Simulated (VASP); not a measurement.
# NiO (Fm-3m) in VASP: further runs

Runs on NiO. Level: PBE. Tasks: single point.

Program: VASP 6.6.1. These are calculated values, not measurements. Logs are shortened: lines on timing, memory, paths and dates and some standing lists are left out, and cuts for length are marked.

**Experimental background.**

From “Local correlations, non-local screening, multiplets, and band formation in NiO”, 2012, arxiv:1210.6675, for a bulk crystal of NiO: band gap 4.3 eV.

The runs below are set against these values where they give the same quantity.

### 1 The cell of the first run

Symmetry: Fm-3m, No. 225, cubic system. Conventional cell: a = 4.103 Å, b = 4.103 Å, c = 4.103 Å, α = 90.00°, β = 90.00°, γ = 90.00°. Within 2.7 Å of Ni (site symmetry m-3m) lie 6 O at 2.05 Å. O (site symmetry m-3m) has 6 Ni at 2.05 Å within 2.7 Å.

### 2 Single point, PBE (volume scaled by 0.960)

INCAR reads:

```
PREC = Accurate
ENCUT = 520
EDIFF = 1E-6
ISMEAR = 0
SIGMA = 0.05
LREAL = False
LASPH = True
NELM = 80
ALGO = Normal
ISIF = 2
LWAVE = False
LCHARG = False
GGA = PE
NBANDS = 15
```

KPOINTS reads:

```
regular mesh
0
Gamma
  14 14 14
```

POSCAR reads:

```
NiO
1.0
    0.0000000000      2.0515235726      2.0515235726
    2.0515235726      0.0000000000      2.0515235726
    2.0515235726      2.0515235726      0.0000000000
Ni O
1 1
Direct
    0.0000000000      0.0000000000      0.0000000000
    0.5000000000      0.5000000000      0.5000000000
```

Potentials or basis: VASP PAW PBE potentials, release 64 (Ni, O).

The run is started by

```console
$ cat potpaw_PBE.64/Ni/POTCAR potpaw_PBE.64/O/POTCAR > POTCAR
$ mpirun -np 1 vasp_std > vasp.out
```

OUTCAR:

```text
PREC = Accurate
   ENCUT = 520
   EDIFF = 1E-6
   ISMEAR = 0
   LREAL = False
   LASPH = True
   NELM = 80
   ISIF = 2
   GGA = PE

 ion  position               nearest neighbor table
   1  0.000  0.000  0.000-   2 2.05   2 2.05   2 2.05   2 2.05   2 2.05   2 2.05
   2  0.500  0.500  0.500-   1 2.05   1 2.05   1 2.05   1 2.05   1 2.05   1 2.05

  LATTYP: Found a face centered cubic cell.
 ALAT       =     4.1030471452

  Lattice vectors:

 A1 = (   0.0000000000,   2.0515235726,   2.0515235726)
 A2 = (   2.0515235726,   0.0000000000,   2.0515235726)
 A3 = (   2.0515235726,   2.0515235726,   0.0000000000)

Analysis of symmetry for initial positions (statically):
=====================================================================
 Subroutine PRICEL returns:
 Original cell was already a primitive cell.

 Routine SETGRP: Setting up the symmetry group for a
 face centered cubic supercell.

 Subroutine GETGRP returns: Found 48 space group operations
 (whereof 48 operations were pure point group operations)
 out of a pool of 48 trial point group operations.

The static configuration has the point symmetry O_h .

Analysis of symmetry for dynamics (positions and initial velocities):
=====================================================================
 Subroutine PRICEL returns:
 Original cell was already a primitive cell.

 Routine SETGRP: Setting up the symmetry group for a
 face centered cubic supercell.

 Subroutine GETGRP returns: Found 48 space group operations
 (whereof 48 operations were pure point group operations)
 out of a pool of 48 trial point group operations.

The dynamic configuration has the point symmetry O_h .

 Subroutine INISYM returns: Found 48 space group operations
 (whereof 48 operations are pure point group operations),
 and found     1 'primitive' translations

----------------------------------------------------------------------------------------

                                     Primitive cell

  volume of cell :      17.2687

  direct lattice vectors                    reciprocal lattice vectors
     0.000000000  2.051523573  2.051523573    -0.243721304  0.243721304  0.243721304
     2.051523573  0.000000000  2.051523573     0.243721304 -0.243721304  0.243721304
     2.051523573  2.051523573  0.000000000     0.243721304  0.243721304 -0.243721304

  length of vectors
     2.901292460  2.901292460  2.901292460     0.422137681  0.422137681  0.422137681

  position of ions in fractional coordinates (direct lattice)
     0.000000000  0.000000000  0.000000000
     0.500000000  0.500000000  0.500000000

  ion indices of the primitive-cell ions
[... 88 lines left out ...]
   EMIN   =  10.00;   EMAX   =-10.00  energy-range for DOS
   EFERMI =   0.00;   METHOD = LEGACY
   ISMEAR =     0;   SIGMA  =   0.05  broadening in eV -4-tet -1-fermi 0-gaus
   EFERMI_NEDOS =   21; number of points for ismear=-14 and -15
   IALGO  =     38    algorithm
   IMIX   =      4    mixing-type and parameters
     AMIX     =   0.40;   BMIX     =  1.00
     AMIX_MAG =   1.60;   BMIX_MAG =  1.00
  volume/ion in A,a.u.               =       8.63        58.27
  Fermi-wavevector in a.u.,A,eV,Ry     =   1.595983  3.015971 34.656248  2.547162
  Thomas-Fermi vector in A             =   2.693817
   LORBIT       =      0    0 simple, 1 ext, 2 COOP (PROOUT), +10 PAW based schemes
   GGA     = PE    functional components
   LHFCALC =     F    Hartree Fock is set to
   AEXX    =    0.0000 exact exchange contribution
   IVDW    =     0    specifies the selected vdW correction
   LEPSILON=     F    determine dielectric tensor
   LRPA    =     F    only Hartree local field effects (RPA)
 non-spin polarized calculation
 Gauss-broadening in eV      SIGMA  =   0.05
  energy-cutoff  :      520.00
  volume of cell :       17.27
 maximum number of plane-waves:       487
 NGX is ok and might be reduce to    24
   NGX = 11   NGY = 11   NGZ = 11

 number of electron      15.9999990 magnetization

 Free energy of the ion-electron system (eV)
  ---------------------------------------------------
  ext. energy  EPLUGINS =         0.00000000
  ---------------------------------------------------
  free energy    TOTEN  =       -11.35852053 eV

  energy without entropy =      -11.35537285  energy(sigma->0) =      -11.35694669

 E-fermi :   8.6579     XC(G=0): -13.0012

 val. band max:        8.6480034920   @ k =  -0.4286   0.2857   0.0714
 cond. band min:       8.6662123663   @ k =  -0.3571   0.2857   0.1429
 fundamental gap:      0.0182088743
 Fermi energy:         8.6578881734

 k-point     1 :       0.0000    0.0000    0.0000
  band No.  band energies     occupation
      1     -12.2830      2.00000
      2       5.3517      2.00000
      3       5.3517      2.00000
      4       5.3517      2.00000
      5       6.6493      2.00000
      6       6.6493      2.00000
      7       6.6493      2.00000
      8       7.0138      2.00000
      9       7.0138      2.00000
     10      10.6150      0.00000
     11      26.6835      0.00000
     12      28.1871      0.00000
     13      28.1871      0.00000
     14      28.1871      0.00000
[... 401 lines left out ...]
      2       2.0039      2.00000
      3       3.7478      2.00000
      4       4.0141      2.00000
      5       6.5993      2.00000
      6       7.3199      2.00000
      7       7.6005      2.00000
      8       8.1314      2.00000
      9       8.8669      0.00000
     10      14.0747      0.00000
     11      21.6266      0.00000
     12      23.6760      0.00000
     13      25.5492      0.00000
     14      27.9586      0.00000
     15      33.6836      0.00000

 [... further k-points ...]

------------------------ aborting loop because EDIFF is reached ----------------------------------------

  FORCE on cell =-STRESS in cart. coord.  units (eV):
  Direction    XX          YY          ZZ          XY          YZ          ZX
  --------------------------------------------------------------------------------------
  -------------------------------------------------------------------------------------
  Total        1.0157023      1.0157023      1.0157023      0.0000000      0.0000000      0.0000000
  in kB       94.2361362     94.2361362     94.2361362      0.0000000      0.0000000      0.0000000
  external PRESSURE =      94.2361362 kB  Pullay stress =       0.0000000 kB

 VOLUME and BASIS-vectors are now :
 -----------------------------------------------------------------------------
  energy-cutoff  :      520.00
  volume of cell :       17.27
      direct lattice vectors                 reciprocal lattice vectors
     0.000000000  2.051523573  2.051523573    -0.243721304  0.243721304  0.243721304
     2.051523573  0.000000000  2.051523573     0.243721304 -0.243721304  0.243721304
     2.051523573  2.051523573  0.000000000     0.243721304  0.243721304 -0.243721304

 POSITION                                       TOTAL-FORCE (eV/Angst)
 -----------------------------------------------------------------------------------
      0.00000      0.00000      0.00000        -0.000000      0.000000     -0.000000
      2.05152      2.05152      2.05152         0.000000     -0.000000      0.000000
 -----------------------------------------------------------------------------------
    total drift:                                0.000000     -0.000000     -0.000000

  FREE ENERGIE OF THE ION-ELECTRON SYSTEM (eV)
  ---------------------------------------------------
  free  energy   TOTEN  =       -11.3585205324 eV

  energy  without entropy=      -11.3553728536  energy(sigma->0) =      -11.35694669
```

OSZICAR:

```text
N       E                     dE             d eps       ncg     rms          rms(c)
DAV:   1     0.799054930460E+02    0.79905E+02   -0.77443E+03  3263   0.139E+03
DAV:   2    -0.931233231820E+01   -0.89218E+02   -0.78747E+02  3463   0.266E+02
DAV:   3    -0.134703309246E+02   -0.41580E+01   -0.40414E+01  3638   0.616E+01
DAV:   4    -0.135068386020E+02   -0.36508E-01   -0.36491E-01  3788   0.562E+00
DAV:   5    -0.135076127632E+02   -0.77416E-03   -0.77416E-03  3785   0.833E-01    0.136E+01
DAV:   6    -0.126479204656E+02    0.85969E+00   -0.11228E+01  3272   0.675E+01    0.142E+01
DAV:   7    -0.114130850422E+02    0.12348E+01   -0.48125E+00  3295   0.556E+01    0.538E+00
DAV:   8    -0.113618683483E+02    0.51217E-01   -0.30897E-01  3948   0.103E+01    0.183E+00
DAV:   9    -0.113589460546E+02    0.29223E-02   -0.26817E-02  4075   0.238E+00    0.203E-01
DAV:  10    -0.113585971773E+02    0.34888E-03   -0.27610E-03  4012   0.116E+00    0.981E-02
DAV:  11    -0.113585225731E+02    0.74604E-04   -0.41339E-04  4714   0.352E-01    0.300E-02
DAV:  12    -0.113585202140E+02    0.23591E-05   -0.25920E-05  3823   0.672E-02    0.480E-03
DAV:  13    -0.113585205324E+02   -0.31844E-06   -0.96021E-07  2512   0.191E-02
   1 F= -.11358521E+02 E0= -.11356947E+02  d E =-.314768E-02
```

Wall time 19 s (1 thread of Intel Xeon Platinum 8259CL at 2.50GHz (Skylake/Cascade Lake), shared host); peak memory 0.15 GiB.

What came out:

```
Free energy            : -11.3585 eV
Pressure               : 9.4 GPa
Band gap on the k mesh : zero (band 8 reaches 10.07 eV, above the bottom of band 9 at 7.01 eV)
```

Levels at points of the mesh, in eV from the Fermi level:
```
           k point  band 4  band 5  band 6  band 7  band 8  band 9  band 10  band 11  band 12  band 13
(0.00, 0.00, 0.00)   -3.31   -2.01   -2.01   -2.01   -1.64   -1.64     1.96    18.03    19.53    19.53
(0.50, 0.00, 0.00)   -5.78   -1.10   -1.10   -0.69    1.41    1.41     5.79    10.60    14.56    14.56
(0.50, 0.50, 0.00)   -4.66   -3.08   -1.21   -0.81   -0.81   -0.58     6.78    10.93    12.72    17.37
```

Caveat: the cell differs from its parent crystal (volume scaled by 0.960); the run has no spin polarisation, though such a crystal can be magnetic; semilocal functionals often make such compounds metallic where correlation or magnetic order opens a gap, which also shifts bond lengths. Spin polarisation is off, so any magnetic state and its effect on volume and gap are missing.

### 3 Single point, PBE (volume scaled by 0.980)

INCAR reads:

```
ALGO = Normal
EDIFF = 1E-7
ENCUT = 520
GGA = PE
ISIF = 2
ISMEAR = 0
LASPH = T
LCHARG = F
LREAL = F
LWAVE = F
NBANDS = 15
NELM = 80
PREC = Accurate
SIGMA = 0.05
```

KPOINTS reads:

```
k-points
0
Gamma
  14 14 14
```

POSCAR reads:

```
NiO
1.0
    0.0000000000      2.0656724582      2.0656724582
    2.0656724582      0.0000000000      2.0656724582
    2.0656724582      2.0656724582      0.0000000000
Ni O
1 1
Direct
    0.0000000000      0.0000000000      0.0000000000
    0.5000000000      0.5000000000      0.5000000000
```

Potentials or basis: VASP PAW PBE potentials, release 64 (Ni, O).

The run is started by

```console
$ cat potpaw_PBE.64/Ni/POTCAR potpaw_PBE.64/O/POTCAR > POTCAR
$ mpirun -np 1 vasp_std > vasp.out
```

Run time: 26 s. Hardware: 1 thread of Intel Xeon Platinum 8259CL at 2.50GHz (Skylake/Cascade Lake), shared host; peak memory 0.16 GiB.

Results (log left out):

| Item | Value |
| --- | --- |
| Free energy | -11.3745 eV |
| Pressure | 4.5 GPa |
| Band gap on the k mesh | zero (band 8 reaches 9.71 eV, above the bottom of band 9 at 6.75 eV) |

Levels at points of the mesh, in eV from the Fermi level:
| k point | band 5 | band 6 | band 7 | band 8 | band 9 | band 10 | band 11 | band 12 |
| --- | --- | --- | --- | --- | --- | --- | --- | --- |
| (0.00, 0.00, 0.00) | -1.93 | -1.93 | -1.93 | -1.58 | -1.58 | 1.85 | 17.98 | 19.38 |
| (0.50, 0.00, 0.00) | -1.06 | -1.06 | -0.67 | 1.38 | 1.38 | 5.76 | 10.41 | 14.44 |
| (0.50, 0.50, 0.00) | -2.97 | -1.17 | -0.78 | -0.78 | -0.59 | 6.66 | 10.80 | 12.64 |

Caveat: the cell differs from its parent crystal (volume scaled by 0.980); the run has no spin polarisation, though such a crystal can be magnetic; semilocal functionals often make such compounds metallic where correlation or magnetic order opens a gap, which also shifts bond lengths.

### 4 Single point, PBE

This run uses another cell than the first one, of 8.97 Å³/atom, 1.038 times its volume.

INCAR reads:

```
  ALGO = Normal
  EDIFF = 1E-7
  ENCUT = 520
  GGA = PE
  ISIF = 2
  ISMEAR = 0
  LASPH = True
  LCHARG = False
  LREAL = False
  LWAVE = False
  NBANDS = 15
  NELM = 80
  PREC = Accurate
  SIGMA = 0.05
```

KPOINTS is that of step 3.

POSCAR reads:

```
NiO
1.0
    0.0000000000      2.0774384990      2.0774384990
    2.0774384990      0.0000000000      2.0774384990
    2.0774384990      2.0774384990      0.0000000000
Ni O
1 1
Direct
    0.0000000000      0.0000000000      0.0000000000
    0.5000000000      0.5000000000      0.5000000000
```

The run is started by

```console
$ cat potpaw_PBE.64/Ni/POTCAR potpaw_PBE.64/O/POTCAR > POTCAR
$ mpirun -np 1 vasp_std > vasp.out
```

It took 24 s on 1 thread of Intel Xeon Platinum 8259CL at 2.50GHz (Skylake/Cascade Lake), shared host; peak memory 0.16 GiB.

The run converged. Its results:

```yaml
Free_energy: -11.3799 eV
Pressure: 0.8 GPa
Band_gap_on_the_k_mesh: zero (band 8 reaches 9.42 eV, above the bottom of band 9 at 6.53 eV)
```

Levels at points of the mesh, in eV from the Fermi level:
| k point | band 4 | band 5 | band 6 | band 7 | band 8 | band 9 | band 10 | band 11 | band 12 | band 13 |
| --- | --- | --- | --- | --- | --- | --- | --- | --- | --- | --- |
| (0.00, 0.00, 0.00) | -3.14 | -1.87 | -1.87 | -1.87 | -1.54 | -1.54 | 1.76 | 17.93 | 19.26 | 19.26 |
| (0.50, 0.00, 0.00) | -5.49 | -1.02 | -1.02 | -0.65 | 1.35 | 1.35 | 5.73 | 10.25 | 14.34 | 14.34 |
| (0.50, 0.50, 0.00) | -4.43 | -2.87 | -1.13 | -0.75 | -0.75 | -0.59 | 6.56 | 10.69 | 12.58 | 16.95 |

Caveat: the run has no spin polarisation, though such a crystal can be magnetic; semilocal functionals often make such compounds metallic where correlation or magnetic order opens a gap, which also shifts bond lengths.

### 5 Summary

| cell | gap on the mesh (eV) | pressure (GPa) |
| --- | --- | --- |
| a = 2.901 Å, angles 60.0°, 2 atoms | none | 9.4 |
| a = 2.921 Å, angles 60.0°, 2 atoms | none | 4.5 |
| a = 2.938 Å, angles 60.0°, 2 atoms | none | 0.8 |

Alike in all rows: task single point; level PBE; potentials or basis VASP PAW PBE potentials, release 64 (Ni, O); no spin polarisation; k mesh 14 × 14 × 14; cutoff (eV) 520; smearing gaussian 0.05 eV.

Caveats: the run has no spin polarisation, though such a crystal can be magnetic; semilocal functionals often make such compounds metallic where correlation or magnetic order opens a gap, which also shifts bond lengths.

Total energies depend on the potentials used, so only differences within one code and one set of settings carry meaning.

### 6 Comparison with measurements

Step 4. Measured gap of NiO: 4.3 eV (quoted in “Local correlations, non-local screening, multiplets, and band formation in NiO”, 2012, arxiv:1210.6675). This calculation gives 0.00 eV (-4.30 eV). So large a miss can be the level of theory's own, or it may mean another phase, state or a wrong row. The value is that of PBE on a finite k mesh, which can miss the band edges, without temperature or zero-point motion. Semilocal functionals fall short of measured gaps as a rule.
